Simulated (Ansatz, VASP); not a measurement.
# One calculation of Be, two programs

```
CELL_PARAMETERS angstrom
0.00000 1.57974 1.57974
1.57974 0.00000 1.57974
1.57974 1.57974 0.00000
ATOMIC_POSITIONS crystal
Be 0.00000 0.00000 0.00000
```

Alike in both runs: functional r2SCAN; k mesh 17 × 17 × 17; occupations fermi-dirac, width 0.1 eV; no spin polarisation.

Ansatz relaxed the structure, and its values are those at the end. VASP's run is a single point on that final structure, the one shown.

|  | VASP | Ansatz |
| --- | --- | --- |
| version | VASP 6.6.1 | Ansatz 0.2.0 |
| potentials or method | VASP PAW PBE potentials, release 64 (Be), cutoff 520 eV | plane waves (500 eV) with PAW, scalar-relativistic |
| valence electrons in the cell | 2 | 2 |

```tsv
	VASP	Ansatz	Ansatz less VASP
pressure (GPa)	0.2	0.0	-0.14
```

VASP's potentials were made for PBE, not for r2SCAN. With one functional, cell and mesh, what is left measures potentials, basis and numerics.
